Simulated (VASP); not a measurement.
# Zr (Fm-3m) in VASP: a series of runs

Zr is run at these levels: PBE; tasks: single point.

Everything below comes from runs of VASP 6.6.1. Logs are shortened: lines on timing, memory, paths and dates and some standing lists are left out, and cuts for length are marked.

### 1 The cell of the first run

It takes space group Fm-3m (No. 225, cubic). Conventional cell: a = 4.382 Å, b = 4.382 Å, c = 4.382 Å, α = 90.00°, β = 90.00°, γ = 90.00°. Within 4.1 Å of Zr (site symmetry m-3m) lie 12 Zr at 3.10 Å.

### 2 Single point, PBE (strained)

File INCAR:

```
SYSTEM = Zr
ALGO = Normal
EDIFF = 1E-7
ENCUT = 520
GGA = PE
ISIF = 2
ISMEAR = 0
LASPH = .True.
LCHARG = .True.
LELF = .True.
LREAL = .False.
LVHAR = .True.
LWAVE = .False.
NBANDS = 12
NELM = 60
PREC = Accurate
SIGMA = 0.1
```

File KPOINTS:

```
k-points
0
Gamma
  16 16 16
  0 0 0
```

File POSCAR:

```
Zr
1.0
    0.0000000000      2.1908903500      2.1908903500
    2.1908903500      0.0000000000      2.1908903500
    2.1908903500      2.1908903500      0.0000000000
Zr
1
Direct
    0.0000000000      0.0000000000      0.0000000000
```

Potentials or basis: VASP PAW PBE potentials, release 64 (Zr_sv).

On the command line:

```sh
cat potpaw_PBE.64/Zr_sv/POTCAR > POTCAR
mpirun -np 1 vasp_std > vasp.out
```

OUTCAR:

```text
SYSTEM = Zr
   EDIFF = 1E-7
   ENCUT = 520
   GGA = PE
   ISIF = 2
   ISMEAR = 0
   LASPH = .True.
   LREAL = .False.
   NELM = 60
   PREC = Accurate

 ion  position               nearest neighbor table
   1  0.000  0.000  0.000-

  LATTYP: Found a face centered cubic cell.
 ALAT       =     4.3817807000

  Lattice vectors:

 A1 = (   0.0000000000,   2.1908903500,   2.1908903500)
 A2 = (   2.1908903500,   0.0000000000,   2.1908903500)
 A3 = (   2.1908903500,   2.1908903500,   0.0000000000)

Analysis of symmetry for initial positions (statically):
=====================================================================
 Subroutine PRICEL returns:
 Original cell was already a primitive cell.

 Routine SETGRP: Setting up the symmetry group for a
 face centered cubic supercell.

 Subroutine GETGRP returns: Found 48 space group operations
 (whereof 48 operations were pure point group operations)
 out of a pool of 48 trial point group operations.

The static configuration has the point symmetry O_h .

Analysis of symmetry for dynamics (positions and initial velocities):
=====================================================================
 Subroutine PRICEL returns:
 Original cell was already a primitive cell.

 Routine SETGRP: Setting up the symmetry group for a
 face centered cubic supercell.

 Subroutine GETGRP returns: Found 48 space group operations
 (whereof 48 operations were pure point group operations)
 out of a pool of 48 trial point group operations.

The dynamic configuration has the point symmetry O_h .

 Subroutine INISYM returns: Found 48 space group operations
 (whereof 48 operations are pure point group operations),
 and found     1 'primitive' translations

----------------------------------------------------------------------------------------

                                     Primitive cell

  volume of cell :      21.0325

  direct lattice vectors                    reciprocal lattice vectors
     0.000000000  2.190890350  2.190890350    -0.228217720  0.228217720  0.228217720
     2.190890350  0.000000000  2.190890350     0.228217720 -0.228217720  0.228217720
     2.190890350  2.190890350  0.000000000     0.228217720  0.228217720 -0.228217720

  length of vectors
     3.098386847  3.098386847  3.098386847     0.395284686  0.395284686  0.395284686

  position of ions in fractional coordinates (direct lattice)
     0.000000000  0.000000000  0.000000000

  ion indices of the primitive-cell ions
   primitive index   ion index
                 1           1

----------------------------------------------------------------------------------------

 KPOINTS: k-points

Automatic generation of k-mesh.
 Grid dimensions read from file:
 generate k-points for:   16   16   16

 Generating k-lattice:

  Cartesian coordinates                     Fractional coordinates (reciprocal lattice)
    -0.014263607  0.014263607  0.014263607     0.062500000  0.000000000  0.000000000
     0.014263607 -0.014263607  0.014263607     0.000000000  0.062500000  0.000000000
     0.014263607  0.014263607 -0.014263607     0.000000000  0.000000000  0.062500000

  Length of vectors
     0.024705293  0.024705293  0.024705293

  Shift w.r.t. Gamma in fractional coordinates (k-lattice)
     0.000000000  0.000000000  0.000000000

 Subroutine IBZKPT returns following result:
 ===========================================

 Found    145 irreducible k-points:

 Following reciprocal coordinates:
            Coordinates               Weight
  0.000000  0.000000  0.000000      1.000000
  0.062500  0.000000  0.000000      8.000000
  0.125000  0.000000  0.000000      8.000000
  0.187500  0.000000  0.000000      8.000000
  0.250000  0.000000  0.000000      8.000000
  0.312500  0.000000  0.000000      8.000000
[... 16 lines left out ...]
 -0.125000  0.062500  0.000000     24.000000
 -0.062500  0.062500  0.000000     12.000000
 [... further k-points ...]
   k-points           NKPTS =    145   k-points in BZ     NKDIM =    145   number of bands    NBANDS=     12
   number of dos      NEDOS =    301   number of ions     NIONS =      1
   total plane-waves  NPLWV =  13824
   dimension x,y,z NGX =    24 NGY =   24 NGZ =   24
   dimension x,y,z NGXF=    48 NGYF=   48 NGZF=   48
   ions per type =               1
   NGX,Y,Z   is equivalent  to a cutoff of  12.88, 12.88, 12.88 a.u.
   NGXF,Y,Z  is equivalent  to a cutoff of  25.75, 25.75, 25.75 a.u.
 SYSTEM =  Zr
   PREC   = accura    normal or accurate (medium, high low for compatibility)
   ISTART =      0    job   : 0-new  1-cont  2-samecut
   ICHARG =      2    charge: 1-file 2-atom 10-const
   ISPIN  =      1    spin polarized calculation?
   LNONCOLLINEAR =      F non collinear calculations
   LSORBIT =      F    spin-orbit coupling
   LASPH  =      T    aspherical Exc in radial PAW
   ENCUT  =  520.0 eV  38.22 Ry    6.18 a.u.   5.76  5.76  5.76*2*pi/ulx,y,z
   NELM   =     60;   NELMIN=  2; NELMDL= -5     # of ELM steps
   EDIFF  = 0.1E-06   stopping-criterion for ELM
   LREAL  =      F    real-space projection
   EDIFFG = 0.1E-05   stopping-criterion for IOM
   NSW    =      0    number of steps for IOM
   IBRION =     -1    ionic relax: 0-MD 1-quasi-New 2-CG
   NFREE  =      0    steps in history (QN), initial steepest desc. (CG)
   ISIF   =      2    stress and relaxation
   ISYM   =      2    0-nonsym 1-usesym 2-fastsym
   POTIM  = 0.5000    time-step for ionic-motion
   TEBEG  =    0.0;   TEEND  =   0.0 temperature during run
   PSTRESS=    0.0 pullay stress
   NELECT =      12.0000    total number of electrons
   NUPDOWN=      -1.0000    fix difference up-down
   EMIN   =  10.00;   EMAX   =-10.00  energy-range for DOS
   EFERMI =   0.00;   METHOD = LEGACY
   ISMEAR =     0;   SIGMA  =   0.10  broadening in eV -4-tet -1-fermi 0-gaus
   EFERMI_NEDOS =   21; number of points for ismear=-14 and -15
   IALGO  =     38    algorithm
   IMIX   =      4    mixing-type and parameters
     AMIX     =   0.40;   BMIX     =  1.00
     AMIX_MAG =   1.60;   BMIX_MAG =  1.00
  volume/ion in A,a.u.               =      21.03       141.93
  Fermi-wavevector in a.u.,A,eV,Ry     =   1.357807  2.565883 25.084231  1.843639
  Thomas-Fermi vector in A             =   2.484694
   LORBIT       =      0    0 simple, 1 ext, 2 COOP (PROOUT), +10 PAW based schemes
   GGA     = PE    functional components
   LHFCALC =     F    Hartree Fock is set to
   AEXX    =    0.0000 exact exchange contribution
   IVDW    =     0    specifies the selected vdW correction
   LEPSILON=     F    determine dielectric tensor
   LRPA    =     F    only Hartree local field effects (RPA)
 non-spin polarized calculation
 Gauss-broadening in eV      SIGMA  =   0.10
  energy-cutoff  :      520.00
  volume of cell :       21.03
 maximum number of plane-waves:       588
   NGX = 11   NGY = 11   NGZ = 11

 number of electron      12.0000000 magnetization

 Free energy of the ion-electron system (eV)
  ---------------------------------------------------
  ext. energy  EPLUGINS =         0.00000000
  ---------------------------------------------------
  free energy    TOTEN  =        -8.41806855 eV

  energy without entropy =       -8.41054226  energy(sigma->0) =       -8.41430540

 E-fermi :  10.0909     XC(G=0): -11.5519

 val. band max:       10.0591528878   @ k =   0.2500   0.0000   0.0000
 cond. band min:      10.1043431695   @ k =  -0.3125   0.3125   0.1250
 fundamental gap:      0.0451902817
 Fermi energy:        10.0908883353

 k-point     1 :       0.0000    0.0000    0.0000
  band No.  band energies     occupation
      1     -38.4657      2.00000
      2     -15.8133      2.00000
      3     -15.8133      2.00000
      4     -15.8133      2.00000
      5       4.3634      2.00000
      6      11.0657      0.00000
      7      11.0657      0.00000
      8      11.0657      0.00000
      9      13.8162      0.00000
     10      13.8162      0.00000
     11      20.7593      0.00000
     12      25.3322      0.00000

 k-point     2 :       0.0625    0.0000    0.0000
  band No.  band energies     occupation
      1     -38.4577      2.00000
      2     -15.8680      2.00000
      3     -15.8199      2.00000
      4     -15.8199      2.00000
      5       4.5054      2.00000
      6      10.9317      0.00000
      7      11.1328      0.00000
      8      11.1328      0.00000
      9      13.7435      0.00000
     10      13.7435      0.00000
     11      21.0689      0.00000
     12      24.7432      0.00000

 k-point     3 :       0.1250    0.0000    0.0000
  band No.  band energies     occupation
      1     -38.4351      2.00000
      2     -16.0214      2.00000
      3     -15.8384      2.00000
      4     -15.8384      2.00000
      5       4.9086      2.00000
      6      10.6039      0.00000
      7      11.2999      0.00000
      8      11.2999      0.00000
      9      13.5912      0.00000
     10      13.5912      0.00000
     11      21.8500      0.00000
     12      23.7238      0.00000
[... 286 lines left out ...]
 k-point    23 :      -0.1250    0.0625    0.0000
  band No.  band energies     occupation
      1     -38.4184      2.00000
      2     -16.1114      2.00000
      3     -15.8882      2.00000
      4     -15.8364      2.00000
      5       5.2059      2.00000
      6      10.3687      0.00009
      7      11.4112      0.00000
      8      11.4299      0.00000
      9      13.1947      0.00000
     10      13.8397      0.00000
     11      22.3780      0.00000
     12      23.4888      0.00000

 k-point    24 :      -0.0625    0.0625    0.0000
  band No.  band energies     occupation
      1     -38.4449      2.00000
      2     -15.9442      2.00000
      3     -15.8505      2.00000
      4     -15.8215      2.00000
      5       4.7351      2.00000
      6      10.7151      0.00000
      7      11.2291      0.00000
      8      11.2634      0.00000
      9      13.4786      0.00000
     10      13.8036      0.00000
     11      21.5513      0.00000
     12      24.2464      0.00000

 [... further k-points ...]
[... 5 lines left out ...]
  --------------------------------------------------------------------------------------
  -------------------------------------------------------------------------------------
  Total        1.3591108      1.3591108      1.3591108     -0.0000000      0.0000000     -0.0000000
  in kB      103.5317438    103.5317438    103.5317438     -0.0000000      0.0000000     -0.0000000
  external PRESSURE =     103.5317438 kB  Pullay stress =       0.0000000 kB

 VOLUME and BASIS-vectors are now :
 -----------------------------------------------------------------------------
  energy-cutoff  :      520.00
  volume of cell :       21.03
      direct lattice vectors                 reciprocal lattice vectors
     0.000000000  2.190890350  2.190890350    -0.228217720  0.228217720  0.228217720
     2.190890350  0.000000000  2.190890350     0.228217720 -0.228217720  0.228217720
     2.190890350  2.190890350  0.000000000     0.228217720  0.228217720 -0.228217720

 POSITION                                       TOTAL-FORCE (eV/Angst)
 -----------------------------------------------------------------------------------
      0.00000      0.00000      0.00000         0.000000     -0.000000     -0.000000
 -----------------------------------------------------------------------------------
    total drift:                                0.000000     -0.000000     -0.000000

  FREE ENERGIE OF THE ION-ELECTRON SYSTEM (eV)
  ---------------------------------------------------
  free  energy   TOTEN  =        -8.4180685482 eV

  energy  without entropy=       -8.4105422587  energy(sigma->0) =       -8.41430540
```

Wall time 14 s (1 thread of Intel Xeon 6975P-C, shared host); peak memory 0.16 GiB.

Results:

```
Free energy            : -8.4181 eV
Pressure               : 10.4 GPa
Band gap on the k mesh : zero (band 6 reaches 11.07 eV, above the bottom of band 7 at 9.65 eV)
```

Caveat: the cell differs from its parent crystal (strained).

### 3 Single point, PBE (strained)

File INCAR:

```
SYSTEM = Zr
  PREC = Accurate
  ENCUT = 520
  EDIFF = 1E-6
  ISMEAR = 0
  SIGMA = 0.1
  LREAL = .FALSE.
  LASPH = .TRUE.
  NELM = 60
  ALGO = Normal
  ISIF = 2
  LWAVE = .FALSE.
  LCHARG = .TRUE.
  GGA = PE
  LELF = .TRUE.
  LVHAR = .TRUE.
  NBANDS = 12
```

File KPOINTS:

```
Automatic mesh
0
G
  16 16 16
  0 0 0
```

File POSCAR:

```
Zr
1.0
    0.0000000000      2.2187170500      2.2187170500
    2.2187170500      0.0000000000      2.2187170500
    2.2187170500      2.2187170500      0.0000000000
Zr
1
Direct
    0.0000000000      0.0000000000      0.0000000000
```

Potentials or basis: VASP PAW PBE potentials, release 64 (Zr_sv).

On the command line:

```sh
cat potpaw_PBE.64/Zr_sv/POTCAR > POTCAR
mpirun -np 1 vasp_std > vasp.out
```

OUTCAR:

```text
SYSTEM = Zr
   PREC = Accurate
   ENCUT = 520
   EDIFF = 1E-6
   ISMEAR = 0
   LREAL = .FALSE.
   LASPH = .TRUE.
   NELM = 60
   ISIF = 2
   GGA = PE

 ion  position               nearest neighbor table
   1  0.000  0.000  0.000-

  LATTYP: Found a face centered cubic cell.
 ALAT       =     4.4374341000

  Lattice vectors:

 A1 = (   0.0000000000,   2.2187170500,   2.2187170500)
 A2 = (   2.2187170500,   0.0000000000,   2.2187170500)
 A3 = (   2.2187170500,   2.2187170500,   0.0000000000)

Analysis of symmetry for initial positions (statically):
=====================================================================
 Subroutine PRICEL returns:
 Original cell was already a primitive cell.

 Routine SETGRP: Setting up the symmetry group for a
 face centered cubic supercell.

 Subroutine GETGRP returns: Found 48 space group operations
 (whereof 48 operations were pure point group operations)
 out of a pool of 48 trial point group operations.

The static configuration has the point symmetry O_h .

Analysis of symmetry for dynamics (positions and initial velocities):
=====================================================================
 Subroutine PRICEL returns:
 Original cell was already a primitive cell.

 Routine SETGRP: Setting up the symmetry group for a
 face centered cubic supercell.

 Subroutine GETGRP returns: Found 48 space group operations
 (whereof 48 operations were pure point group operations)
 out of a pool of 48 trial point group operations.

The dynamic configuration has the point symmetry O_h .

 Subroutine INISYM returns: Found 48 space group operations
 (whereof 48 operations are pure point group operations),
 and found     1 'primitive' translations

----------------------------------------------------------------------------------------

                                     Primitive cell

  volume of cell :      21.8442

[... 107 lines left out ...]
  volume/ion in A,a.u.               =      21.84       147.41
  Fermi-wavevector in a.u.,A,eV,Ry     =   1.340777  2.533702 24.458974  1.797684
  Thomas-Fermi vector in A             =   2.469063
   LORBIT       =      0    0 simple, 1 ext, 2 COOP (PROOUT), +10 PAW based schemes
   GGA     = PE    functional components
   LHFCALC =     F    Hartree Fock is set to
   AEXX    =    0.0000 exact exchange contribution
   IVDW    =     0    specifies the selected vdW correction
   LEPSILON=     F    determine dielectric tensor
   LRPA    =     F    only Hartree local field effects (RPA)
 non-spin polarized calculation
 Gauss-broadening in eV      SIGMA  =   0.10
  energy-cutoff  :      520.00
  volume of cell :       21.84
 maximum number of plane-waves:       609
   NGX = 11   NGY = 11   NGZ = 11

 number of electron      12.0000000 magnetization

 Free energy of the ion-electron system (eV)
  ---------------------------------------------------
  ext. energy  EPLUGINS =         0.00000000
  ---------------------------------------------------
  free energy    TOTEN  =        -8.45947333 eV

  energy without entropy =       -8.45106382  energy(sigma->0) =       -8.45526858

 E-fermi :   9.6307     XC(G=0): -11.3744

 val. band max:        9.6284728563   @ k =  -0.3125   0.3125   0.1250
 cond. band min:       9.6311706761   @ k =  -0.1250   0.1250   0.0000
 fundamental gap:      0.0026978198
 Fermi energy:         9.6306652017

 k-point     1 :       0.0000    0.0000    0.0000
  band No.  band energies     occupation
      1     -38.9736      2.00000
      2     -16.3916      2.00000
      3     -16.3916      2.00000
      4     -16.3916      2.00000
      5       3.9622      2.00000
      6      10.6111      0.00000
      7      10.6111      0.00000
      8      10.6111      0.00000
      9      13.2307      0.00000
     10      13.2307      0.00000
     11      20.2381      0.00000
     12      24.6592      0.00000
[... 331 lines left out ...]
 k-point    24 :      -0.0625    0.0625    0.0000
  band No.  band energies     occupation
      1     -38.9558      2.00000
      2     -16.5071      2.00000
      3     -16.4246      2.00000
      4     -16.3990      2.00000
      5       4.3180      2.00000
      6      10.2775      0.00000
      7      10.7681      0.00000
      8      10.7985      0.00000
      9      12.9147      0.00000
     10      13.2211      0.00000
     11      20.9934      0.00000
     12      23.5872      0.00000

 [... further k-points ...]
[... 5 lines left out ...]
  --------------------------------------------------------------------------------------
  -------------------------------------------------------------------------------------
  Total        0.8126524      0.8126524      0.8126524     -0.0000000      0.0000000     -0.0000000
  in kB       59.6045793     59.6045793     59.6045793     -0.0000000      0.0000000     -0.0000000
  external PRESSURE =      59.6045793 kB  Pullay stress =       0.0000000 kB

 VOLUME and BASIS-vectors are now :
 -----------------------------------------------------------------------------
  energy-cutoff  :      520.00
  volume of cell :       21.84
      direct lattice vectors                 reciprocal lattice vectors
     0.000000000  2.218717050  2.218717050    -0.225355459  0.225355459  0.225355459
     2.218717050  0.000000000  2.218717050     0.225355459 -0.225355459  0.225355459
     2.218717050  2.218717050  0.000000000     0.225355459  0.225355459 -0.225355459

 POSITION                                       TOTAL-FORCE (eV/Angst)
 -----------------------------------------------------------------------------------
      0.00000      0.00000      0.00000        -0.000000      0.000000     -0.000000
 -----------------------------------------------------------------------------------
    total drift:                                0.000000      0.000000     -0.000000

  FREE ENERGIE OF THE ION-ELECTRON SYSTEM (eV)
  ---------------------------------------------------
  free  energy   TOTEN  =        -8.4594733294 eV

  energy  without entropy=       -8.4510638229  energy(sigma->0) =       -8.45526858
```

Wall time 13 s (1 thread of Intel Xeon 6975P-C, shared host); peak memory 0.16 GiB.

Results:

```yaml
Free_energy: -8.4595 eV
Pressure: 6.0 GPa
Band_gap_on_the_k_mesh: zero (band 6 reaches 10.61 eV, above the bottom of band 7 at 9.21 eV)
```

Levels at points of the mesh, in eV from the Fermi level:
```csv
k point,band 2,band 3,band 4,band 5,band 6,band 7,band 8,band 9,band 10,band 11
"(0.00, 0.00, 0.00)",-26.02,-26.02,-26.02,-5.67,0.98,0.98,0.98,3.60,3.60,10.61
"(0.50, 0.00, 0.00)",-27.20,-26.17,-26.17,-3.11,0.78,0.78,1.34,5.54,5.54,10.34
"(0.50, 0.50, 0.00)",-27.12,-26.44,-26.44,-3.25,-2.42,3.35,5.55,6.10,6.10,10.28
```

Caveat: the cell differs from its parent crystal (strained).

(Part 1 of 2 ends here.)
